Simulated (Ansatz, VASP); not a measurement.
**B2AsH2 in VASP and in Ansatz**

INCAR

```
PREC     = Accurate       # precision mode
ENCUT    = 520            # plane-wave cutoff, eV
EDIFF    = 1E-6           # SCF threshold, eV
ISMEAR   = 0              # smearing method
SIGMA    = 0.1            # smearing width, eV
LREAL    = False          # projectors in reciprocal space
LASPH    = True           # aspherical terms in the spheres
NELM     = 80             # most SCF steps
ALGO     = Normal         # electronic algorithm
ISIF     = 2              # what is computed and relaxed
LWAVE    = False          # write WAVECAR
LCHARG   = True           # write CHGCAR
GGA      = PE             # functional
LELF     = True           # ELF
LVHAR    = True         
NBANDS   = 14             # bands
```

File KPOINTS:

```
regular mesh
0
Gamma
  6 6 4
```

The input POSCAR:

```
B2AsH2
1.0
    3.5527143600      0.0000000000      0.0000000000
    0.0000000000      3.5527143600      0.0000000000
    0.0000000000      0.0000000000      5.3596329700
B H As
2 2 1
Direct
    0.0000000000      0.0000000000      0.3049521000
    0.0000000000      0.0000000000      0.6950479000
    0.5000000000      0.5000000000      0.8045115700
    0.5000000000      0.5000000000      0.1954884300
    0.5000000000      0.5000000000      0.5000000000
```

Input for Ansatz:

```yaml
crystal:
  lattice:
    - [3.55271436, 0.0, 0.0]
    - [0.0, 3.55271436, 0.0]
    - [0.0, 0.0, 5.35963297]
  atoms:
    - { symbol: B, position: [0.0, 0.0, 0.3049521] }
    - { symbol: B, position: [0.0, 0.0, 0.6950479] }
    - { symbol: H, position: [0.5, 0.5, 0.80451157] }
    - { symbol: H, position: [0.5, 0.5, 0.19548843] }
    - { symbol: As, position: [0.5, 0.5, 0.5] }
basis:
  ecutwfc: 420
kpoints:
  mp_grid: { grid: [6, 6, 4] }
hamiltonian:
  xc: pbe
scf:
  occupations: { method: gaussian, width: 0.1 }
  lower_state_search: "off"
output:
  forces: true
  stress: true
  eigenvalues: true
```

Alike in both runs: task single point; functional PBE; k mesh 6 × 6 × 4; occupations gaussian, width 0.1 eV; no spin polarisation.

```csv
,VASP,Ansatz
version,VASP 6.6.1,Ansatz 0.2.0
potentials or method,"VASP PAW PBE potentials, release 64 (B, H, As), cutoff 520 eV","scalar-relativistic, plane waves, PAW"
valence electrons in the cell,13,23
```

Ansatz gave:

```
gap on the k mesh at the Fermi level (eV)                     : none
pressure (GPa)                                                : -8.5
traceless stress, the component that is largest in VASP (GPa) : -5.08
rms of the force components (eV/Å)                            : 0.953
```

Estimate VASP's values.

gap on the k mesh at the Fermi level (eV): none; pressure (GPa): -8.5; traceless stress, the component that is largest in VASP (GPa): -4.93; rms of the force components (eV/Å): 0.957.

Atom by atom the forces differ by 0.012 eV/Å (rms over components). A gap of «none» marks a metal or a gap that the smearing closes. The functional is the same, so the differences come from potentials, cutoffs and numerics. VASP's potentials hold 13 valence electrons a cell and Ansatz's 23, so a difference there can come from the potentials and not from the codes.
